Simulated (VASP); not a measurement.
# Ti (I4/mmm) in VASP: notebook

The runs below take Ti through single point, with r2SCAN.

All numbers are computed with VASP 6.6.1; they aren't measurements. Logs are shortened: lines on timing, memory, paths and dates and some standing lists are left out, and cuts for length are marked.

## 1. The cell of the first run

The structure is tetragonal, space group I4/mmm (No. 139). Conventional cell: a = 3.154 Å, b = 3.154 Å, c = 3.554 Å, α = 90.00°, β = 90.00°, γ = 90.00°. Ti (site symmetry 4/mmm) has 14 Ti at 2.85 to 3.55 Å within 3.8 Å.

## 2. Single point, r2SCAN (biaxial strain in the a-b plane: -3.0 %, then relaxed in part)

The input, POSCAR:

```
Ti
1.0
    3.1542360521      0.0000000000      0.0000000000
    0.0000000000      3.1542360521      0.0000000000
    0.0000000000      0.0000000000      3.5541191842
Ti
2
Direct
    0.0000000000      0.0000000000      0.0000000000
    0.5000000000      0.5000000000      0.5000000000
```

The input, INCAR.step1:

```
SYSTEM = Ti
  PREC = Accurate
  ENCUT = 520
  ISMEAR = 0
  SIGMA = 0.1
  LREAL = .FALSE.
  LASPH = .TRUE.
  NELM = 80
  NBANDS = 19
  GGA = PE
  ALGO = Normal
  EDIFF = 1E-4
  LWAVE = .TRUE.
  LCHARG = .FALSE.
```

The input, INCAR.step2:

```
SYSTEM = Ti
  PREC = Accurate
  ENCUT = 520
  EDIFF = 1E-7
  ISMEAR = 0
  SIGMA = 0.1
  LREAL = .FALSE.
  LASPH = .TRUE.
  NELM = 80
  ALGO = Normal
  ISIF = 2
  LWAVE = .FALSE.
  LCHARG = .FALSE.
  METAGGA = R2SCAN
  LMIXTAU = .TRUE.
  NBANDS = 19
  ISTART = 1
```

The input, KPOINTS:

```
Automatic mesh
0
G
  16 16 16
  0 0 0
```

Potentials or basis: VASP PAW PBE potentials, release 64 (Ti_sv).

Run with:

```
cat potpaw_PBE.64/Ti_sv/POTCAR > POTCAR
cp INCAR.step1 INCAR
mpirun -np 1 vasp_std > vasp.out
cp INCAR.step2 INCAR
mpirun -np 1 vasp_std > vasp.out
```

OUTCAR:

```text
SYSTEM = Ti
   PREC = Accurate
   ENCUT = 520
   EDIFF = 1E-7
   ISMEAR = 0
   LREAL = .FALSE.
   LASPH = .TRUE.
   NELM = 80
   ISIF = 2
   METAGGA = R2SCAN
   ISTART = 1

 ion  position               nearest neighbor table
   1  0.000  0.000  0.000-   2 2.85   2 2.85   2 2.85   2 2.85   2 2.85   2 2.85   2 2.85   2 2.85

   2  0.500  0.500  0.500-   1 2.85   1 2.85   1 2.85   1 2.85   1 2.85   1 2.85   1 2.85   1 2.85

  LATTYP: Found a simple tetragonal cell.
 ALAT       =     3.1542360521
 C/A-ratio  =     1.1267765397

  Lattice vectors:

 A1 = (   3.1542360521,   0.0000000000,   0.0000000000)
 A2 = (   0.0000000000,   3.1542360521,   0.0000000000)
 A3 = (   0.0000000000,   0.0000000000,   3.5541191842)

Analysis of symmetry for initial positions (statically):
=====================================================================
 Subroutine PRICEL returns following result:

  LATTYP: Found a body centered tetragonal cell.
 ALAT       =     3.1542360521
 C/A-ratio  =     1.1267765397

  Lattice vectors:

 A1 = (  -1.5771180260,  -1.5771180261,  -1.7770595921)
 A2 = (   1.5771180260,   1.5771180261,  -1.7770595921)
 A3 = (   1.5771180260,  -1.5771180260,   1.7770595921)

   2 primitive cells build up your supercell.

 Routine SETGRP: Setting up the symmetry group for a
 simple tetragonal supercell.

 Subroutine GETGRP returns: Found 16 space group operations
 (whereof 16 operations were pure point group operations)
 out of a pool of 16 trial point group operations.

The static configuration has the point symmetry D_4h.

Analysis of symmetry for dynamics (positions and initial velocities):
=====================================================================
 Subroutine PRICEL returns following result:

  LATTYP: Found a body centered tetragonal cell.
 ALAT       =     3.1542360521
 C/A-ratio  =     1.1267765397

  Lattice vectors:

 A1 = (  -1.5771180260,  -1.5771180261,  -1.7770595921)
 A2 = (   1.5771180260,   1.5771180261,  -1.7770595921)
 A3 = (   1.5771180260,  -1.5771180260,   1.7770595921)

   2 primitive cells build up your supercell.

 Routine SETGRP: Setting up the symmetry group for a
 simple tetragonal supercell.

 Subroutine GETGRP returns: Found 16 space group operations
 (whereof 16 operations were pure point group operations)
 out of a pool of 16 trial point group operations.

The dynamic configuration has the point symmetry D_4h.

 Subroutine INISYM returns: Found 16 space group operations
 (whereof 16 operations are pure point group operations),
 and found     2 'primitive' translations

----------------------------------------------------------------------------------------

                                     Primitive cell

  volume of cell :      17.6803

  direct lattice vectors                    reciprocal lattice vectors
    -1.577118026 -1.577118026 -1.777059592    -0.000000000 -0.317033977 -0.281363665
     1.577118026  1.577118026 -1.777059592     0.317033977  0.000000000 -0.281363665
     1.577118026 -1.577118026  1.777059592     0.317033977 -0.317033977  0.000000000

  length of vectors
     2.851761443  2.851761443  2.851761443     0.423882124  0.423882124  0.448353750

  position of ions in fractional coordinates (direct lattice)
     0.000000000  0.000000000  0.000000000

  ion indices of the primitive-cell ions
   primitive index   ion index
                 1           1

----------------------------------------------------------------------------------------

 KPOINTS: Automatic mesh

Automatic generation of k-mesh.
 Grid dimensions read from file:
 generate k-points for:   16   16   16

 Generating k-lattice:

  Cartesian coordinates                     Fractional coordinates (reciprocal lattice)
     0.019814624  0.000000000  0.000000000     0.062500000  0.000000000  0.000000000
     0.000000000  0.019814624  0.000000000     0.000000000  0.062500000  0.000000000
     0.000000000  0.000000000  0.017585229     0.000000000  0.000000000  0.062500000

  Length of vectors
     0.019814624  0.019814624  0.017585229

  Shift w.r.t. Gamma in fractional coordinates (k-lattice)
     0.000000000  0.000000000  0.000000000

 Subroutine IBZKPT returns following result:
 ===========================================

 Found    405 irreducible k-points:

 Following reciprocal coordinates:
            Coordinates               Weight
  0.000000  0.000000  0.000000      1.000000
  0.062500  0.000000  0.000000      4.000000
  0.125000  0.000000  0.000000      4.000000
  0.187500  0.000000  0.000000      4.000000
  0.250000  0.000000  0.000000      4.000000
  0.312500  0.000000  0.000000      4.000000
[... 16 lines left out ...]
  0.437500  0.125000  0.000000      8.000000
  0.500000  0.125000  0.000000      4.000000
 [... further k-points ...]
   k-points           NKPTS =    405   k-points in BZ     NKDIM =    405   number of bands    NBANDS=     19
   number of dos      NEDOS =    301   number of ions     NIONS =      2
   total plane-waves  NPLWV =  16128
   dimension x,y,z NGX =    24 NGY =   24 NGZ =   28
   dimension x,y,z NGXF=    48 NGYF=   48 NGZF=   56
   ions per type =               2
   NGX,Y,Z   is equivalent  to a cutoff of  12.65, 12.65, 13.10 a.u.
   NGXF,Y,Z  is equivalent  to a cutoff of  25.30, 25.30, 26.19 a.u.
 SYSTEM =  Ti
   PREC   = accura    normal or accurate (medium, high low for compatibility)
   ISTART =      1    job   : 0-new  1-cont  2-samecut
   ICHARG =      0    charge: 1-file 2-atom 10-const
   ISPIN  =      1    spin polarized calculation?
   LNONCOLLINEAR =      F non collinear calculations
   LSORBIT =      F    spin-orbit coupling
   LASPH  =      T    aspherical Exc in radial PAW
   ENCUT  =  520.0 eV  38.22 Ry    6.18 a.u.   5.86  5.86  6.61*2*pi/ulx,y,z
   NELM   =     80;   NELMIN=  2; NELMDL=  0     # of ELM steps
   EDIFF  = 0.1E-06   stopping-criterion for ELM
   LREAL  =      F    real-space projection
   EDIFFG = 0.1E-05   stopping-criterion for IOM
   NSW    =      0    number of steps for IOM
   IBRION =     -1    ionic relax: 0-MD 1-quasi-New 2-CG
   NFREE  =      0    steps in history (QN), initial steepest desc. (CG)
   ISIF   =      2    stress and relaxation
   ISYM   =      2    0-nonsym 1-usesym 2-fastsym
   POTIM  = 0.5000    time-step for ionic-motion
   TEBEG  =    0.0;   TEEND  =   0.0 temperature during run
   PSTRESS=    0.0 pullay stress
   NELECT =      24.0000    total number of electrons
   NUPDOWN=      -1.0000    fix difference up-down
   EMIN   =  10.00;   EMAX   =-10.00  energy-range for DOS
   EFERMI =   0.00;   METHOD = LEGACY
   ISMEAR =     0;   SIGMA  =   0.10  broadening in eV -4-tet -1-fermi 0-gaus
   EFERMI_NEDOS =   21; number of points for ismear=-14 and -15
   IALGO  =     38    algorithm
   IMIX   =      4    mixing-type and parameters
     AMIX     =   0.40;   BMIX     =  1.00
     AMIX_MAG =   1.60;   BMIX_MAG =  1.00
  volume/ion in A,a.u.               =      17.68       119.31
  Fermi-wavevector in a.u.,A,eV,Ry     =   1.438705  2.718758 28.162324  2.069872
  Thomas-Fermi vector in A             =   2.557642
   LORBIT       =      0    0 simple, 1 ext, 2 COOP (PROOUT), +10 PAW based schemes
   METAGGA = R2SCAN    functional components
   LHFCALC =     F    Hartree Fock is set to
   AEXX    =    0.0000 exact exchange contribution
   IVDW    =     0    specifies the selected vdW correction
   LEPSILON=     F    determine dielectric tensor
   LRPA    =     F    only Hartree local field effects (RPA)
 non-spin polarized calculation
 Gauss-broadening in eV      SIGMA  =   0.10
  energy-cutoff  :      520.00
  volume of cell :       35.36
 maximum number of plane-waves:       984
 NGX is ok and might be reduce to    24
   NGX = 11   NGY = 11   NGZ = 13

 number of electron      23.9999989 magnetization

 Free energy of the ion-electron system (eV)
  ---------------------------------------------------
  ext. energy  EPLUGINS =         0.00000000
  ---------------------------------------------------
  free energy    TOTEN  =       -25.66759664 eV

  energy without entropy =      -25.64448384  energy(sigma->0) =      -25.65604024

 E-fermi :   7.9711     XC(G=0): -12.3123

 val. band max:        7.9698050348   @ k =   0.3750   0.2500   0.0625
 cond. band min:       7.9713261028   @ k =   0.2500   0.0625   0.3750
 fundamental gap:      0.0015210681
 Fermi energy:         7.9710799084

 k-point     1 :       0.0000    0.0000    0.0000
  band No.  band energies     occupation
      1     -51.0438      2.00000
      2     -50.8358      2.00000
      3     -26.3993      2.00000
      4     -26.2496      2.00000
      5     -26.2496      2.00000
      6     -25.8677      2.00000
[... 11 lines left out ...]
     18      11.9961      0.00000
     19      11.9961      0.00000

 k-point     2 :       0.0625    0.0000    0.0000
  band No.  band energies     occupation
      1     -51.0412      2.00000
      2     -50.8372      2.00000
      3     -26.3937      2.00000
      4     -26.2529      2.00000
      5     -26.2455      2.00000
      6     -25.8785      2.00000
[... 11 lines left out ...]
     18      11.7661      0.00000
     19      11.9626      0.00000

 k-point     3 :       0.1250    0.0000    0.0000
  band No.  band energies     occupation
      1     -51.0336      2.00000
      2     -50.8414      2.00000
      3     -26.3769      2.00000
      4     -26.2616      2.00000
      5     -26.2332      2.00000
      6     -25.9096      2.00000
[... 11 lines left out ...]
     18      11.4797      0.00000
     19      11.8637      0.00000

 k-point     4 :       0.1875    0.0000    0.0000
  band No.  band energies     occupation
      1     -51.0214      2.00000
      2     -50.8484      2.00000
      3     -26.3499      2.00000
      4     -26.2732      2.00000
      5     -26.2135      2.00000
      6     -25.9573      2.00000
[... 11 lines left out ...]
     18      11.0992      0.00000
     19      11.7042      0.00000

 k-point     5 :       0.2500    0.0000    0.0000
  band No.  band energies     occupation
      1     -51.0055      2.00000
      2     -50.8582      2.00000
      3     -26.3138      2.00000
      4     -26.2840      2.00000
      5     -26.1872      2.00000
      6     -26.0161      2.00000
[... 11 lines left out ...]
     18      11.1003      0.00000
     19      11.4919      0.00000

 k-point     6 :       0.3125    0.0000    0.0000
  band No.  band energies     occupation
      1     -50.9867      2.00000
      2     -50.8709      2.00000
      3     -26.2896      2.00000
      4     -26.2704      2.00000
      5     -26.1557      2.00000
      6     -26.0797      2.00000
[... 11 lines left out ...]
     18      11.2368      0.00000
     19      11.2894      0.00000

 k-point     7 :       0.3750    0.0000    0.0000
  band No.  band energies     occupation
      1     -50.9661      2.00000
      2     -50.8863      2.00000
      3     -26.2860      2.00000
      4     -26.2216      2.00000
      5     -26.1418      2.00000
      6     -26.1205      2.00000
[... 11 lines left out ...]
     18      10.9505      0.00000
     19      11.5227      0.00000

 k-point     8 :       0.4375    0.0000    0.0000
  band No.  band energies     occupation
      1     -50.9448      2.00000
      2     -50.9041      2.00000
      3     -26.2700      2.00000
      4     -26.1966      2.00000
      5     -26.1694      2.00000
      6     -26.0832      2.00000
[... 256 lines left out ...]
 k-point    20 :       0.2500    0.1250    0.0000
  band No.  band energies     occupation
      1     -50.9975      2.00000
      2     -50.8614      2.00000
      3     -26.3216      2.00000
      4     -26.2970      2.00000
      5     -26.1521      2.00000
      6     -26.0772      2.00000
[... 11 lines left out ...]
     18      11.0564      0.00000
     19      11.8698      0.00000

 k-point    21 :       0.3125    0.1250    0.0000
  band No.  band energies     occupation
      1     -50.9799      2.00000
      2     -50.8729      2.00000
      3     -26.3314      2.00000
      4     -26.2565      2.00000
      5     -26.1402      2.00000
      6     -26.1202      2.00000
[... 11 lines left out ...]
     18      11.2414      0.00000
     19      11.6602      0.00000

 k-point    22 :       0.3750    0.1250    0.0000
  band No.  band energies     occupation
      1     -50.9607      2.00000
      2     -50.8869      2.00000
      3     -26.3316      2.00000
      4     -26.2111      2.00000
      5     -26.2003      2.00000
      6     -26.0857      2.00000
[... 11 lines left out ...]
     18      11.4014      0.00000
     19      11.4704      0.00000

 k-point    23 :       0.4375    0.1250    0.0000
  band No.  band energies     occupation
      1     -50.9409      2.00000
      2     -50.9032      2.00000
      3     -26.3193      2.00000
      4     -26.2525      2.00000
      5     -26.1627      2.00000
      6     -26.0652      2.00000
[... 11 lines left out ...]
     18      11.1120      0.00000
     19      11.7326      0.00000

 k-point    24 :       0.5000    0.1250    0.0000
  band No.  band energies     occupation
      1     -50.9215      2.00000
      2     -50.9215      2.00000
      3     -26.2929      2.00000
      4     -26.2929      2.00000
      5     -26.1134      2.00000
      6     -26.1134      2.00000
[... 11 lines left out ...]
     18      10.8075      0.00000
     19      12.0562      0.00000

 [... further k-points ...]
[... 5 lines left out ...]
  --------------------------------------------------------------------------------------
  -------------------------------------------------------------------------------------
  Total       -0.7502074     -0.7502074      0.0891963      0.0000000      0.0000000      0.0000000
  in kB      -33.9915951    -33.9915951      4.0414468      0.0000000      0.0000000      0.0000000
  external PRESSURE =     -21.3139145 kB  Pullay stress =       0.0000000 kB

 VOLUME and BASIS-vectors are now :
 -----------------------------------------------------------------------------
  energy-cutoff  :      520.00
  volume of cell :       35.36
      direct lattice vectors                 reciprocal lattice vectors
     3.154236052  0.000000000  0.000000000     0.317033977  0.000000000  0.000000000
     0.000000000  3.154236052  0.000000000     0.000000000  0.317033977  0.000000000
     0.000000000  0.000000000  3.554119184     0.000000000  0.000000000  0.281363665

 POSITION                                       TOTAL-FORCE (eV/Angst)
 -----------------------------------------------------------------------------------
      0.00000      0.00000      0.00000         0.000000     -0.000000      0.000000
      1.57712      1.57712      1.77706        -0.000000      0.000000     -0.000000
 -----------------------------------------------------------------------------------
    total drift:                                0.000000      0.000000     -0.000000

  FREE ENERGIE OF THE ION-ELECTRON SYSTEM (eV)
  ---------------------------------------------------
  free  energy   TOTEN  =       -25.6675966423 eV

  energy  without entropy=      -25.6444838420  energy(sigma->0) =      -25.65604024
```

Run time: 5.5 min. Hardware: 1 thread of Intel Xeon 6975P-C (Granite Rapids), shared host; peak memory 0.32 GiB.

Results:

* Free energy: -25.6676 eV
* Pressure: -2.1 GPa
* Band gap on the k mesh: zero (band 12 reaches 9.01 eV, above the bottom of band 13 at 7.35 eV)

Levels at points of the mesh, in eV from the Fermi level:
```csv
k point,band 10,band 11,band 12,band 13,band 14,band 15
"(0.00, 0.00, 0.00)",-2.38,-2.09,0.86,0.86,1.70,2.23
"(0.50, 0.00, 0.00)",-2.71,0.09,0.09,0.75,0.75,1.58
"(0.50, 0.50, 0.00)",-2.55,-1.01,-1.01,1.46,1.46,3.41
"(0.00, 0.00, 0.50)",-3.34,-0.22,-0.22,1.66,1.66,1.66
"(0.50, 0.00, 0.50)",-2.59,0.05,0.05,0.64,0.64,2.19
"(0.50, 0.50, 0.50)",-0.96,-0.58,-0.58,-0.58,-0.58,2.96
```

Caveat: the cell differs from its parent crystal (biaxial strain in the a-b plane: -3.0 %, then relaxed in part); the PAW data sets were made with another functional, which shifts forces and pressure a little.

(Part 1 of 2 ends here.)
